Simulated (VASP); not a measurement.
S, 1 atom in the cell. The structure is cubic, space group Fm-3m (No. 225). The conventional cell has a = 3.954 Å, b = 3.954 Å, c = 3.954 Å, α = 90.00°, β = 90.00°, γ = 90.00°. Within 3.7 Å of S (site symmetry m-3m) lie 12 S at 2.80 Å. 

```yaml
Program: VASP 6.6.1
Task: single point
Functional: PBE
Potentials_or_basis: VASP PAW PBE potentials, release 64 (S)
Cutoff: 520 eV
k_mesh: 16 × 16 × 16
Occupations: fermi-dirac, width 0.08 eV
Spin: no spin polarisation
Dipole_correction: no
Further_INCAR_settings: ALGO = Normal; EDIFF = 1e-06; NBANDS = 9
```

Potentials or basis: VASP PAW PBE potentials, release 64 (S).

Command:

```console
$ cat potpaw_PBE.64/S/POTCAR > POTCAR
$ mpirun -np 1 vasp_std > vasp.out
```

Hardware: 1 thread of Intel(R) Xeon(R) 6975P-C (Granite Rapids), on a shared host.

Q: How long does it take, and how much memory?

A: Wall time 5.1 s on 1 thread of Intel(R) Xeon(R) 6975P-C (Granite Rapids) (shared host), peak memory 0.14 GiB. Counts: scf iterations 9, k points 145.
